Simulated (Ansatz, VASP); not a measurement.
Two plane-wave programs on NaAl2Rh3

File INCAR:

```
SYSTEM = NaAl2Rh3
ALGO = Normal
EDIFF = 1E-7
EDIFFG = -0.04
ENCUT = 500
GGA = PE
GGA_COMPAT = .False.
IBRION = 2
ISIF = 3
ISMEAR = 0
LASPH = .True.
LCHARG = .False.
LREAL = .False.
LWAVE = .False.
NELM = 120
NELMIN = 4
NSW = 90
PREC = Accurate
SIGMA = 0.1
```

The input KPOINTS:

```
k-points
0
Gamma
  6 6 4
  0 0 0
```

File POSCAR:

```
NaAl2Rh3
1.0
    5.0656868800      0.0000000000      0.0000000000
   -2.5328434400      4.3870135300      0.0000000000
    0.0000000000      0.0000000000      4.0923297200
Na Al Rh
1 2 3
Direct
    0.0000000000      0.0000000000      0.0000000000
    0.3333333300      0.6666666700      0.0000000000
    0.6666666700      0.3333333300      0.0000000000
    0.5000000000      0.0000000000      0.5000000000
    0.0000000000      0.5000000000      0.5000000000
    0.5000000000      0.5000000000      0.5000000000
```

Input for Ansatz:

```yaml
crystal:
  lattice:
    - [5.06568688, 0.0, 0.0]
    - [-2.53284344, 4.38701353, 0.0]
    - [0.0, 0.0, 4.09232972]
  atoms:
    - { symbol: Na, position: [0.0, 0.0, 0.0] }
    - { symbol: Al, position: [0.33333333, 0.66666667, 0.0] }
    - { symbol: Al, position: [0.66666667, 0.33333333, 0.0] }
    - { symbol: Rh, position: [0.5, 0.0, 0.5] }
    - { symbol: Rh, position: [0.0, 0.5, 0.5] }
    - { symbol: Rh, position: [0.5, 0.5, 0.5] }
basis:
  ecutwfc: 420
kpoints:
  mp_grid: { grid: [6, 6, 4] }
hamiltonian:
  xc: pbe
scf:
  occupations: { method: gaussian, width: 0.1 }
  lower_state_search: "off"
output:
  forces: true
  stress: true
  eigenvalues: true
relax:
  adjacent_minimum: "off"
  f_tol: 0.04
  max_steps: 70
  cell: { stress_tol: 0.4 }
```

Change from the starting cell: species swapped into the LaCu3Ni2 type (P6/mmm, No. 191).

Alike in both runs: task relaxation of cell and atoms; functional PBE; k mesh 6 × 6 × 4; occupations gaussian, width 0.1 eV; no spin polarisation.

```csv
,VASP,Ansatz
version,VASP 6.6.1,Ansatz 0.2.0
potentials or method,"VASP PAW PBE potentials, release 64 (Na_pv, Al, Rh_pv), cutoff 500 eV","scalar-relativistic, plane waves, PAW"
valence electrons in the cell,58,66
```

Ansatz gave:

| Item | Value |
| --- | --- |
| gap on the k mesh at the Fermi level, each at its own relaxed structure (eV) | none |
| relaxed volume (Å³/atom) | 17.20 |
| relaxed cell length with the largest relative difference (Å) | 5.549 |

**Question.** Which values does VASP return?

**Answer.** gap on the k mesh at the Fermi level, each at its own relaxed structure (eV): none; relaxed volume (Å³/atom): 17.15; relaxed cell length with the largest relative difference (Å): 5.540.

A gap of «none» marks a metal or a gap that the smearing closes. VASP's potentials hold 58 valence electrons a cell and Ansatz's 66, so a difference there can come from the potentials and not from the codes.

The k mesh is coarse, so the values compare programs but aren't converged.
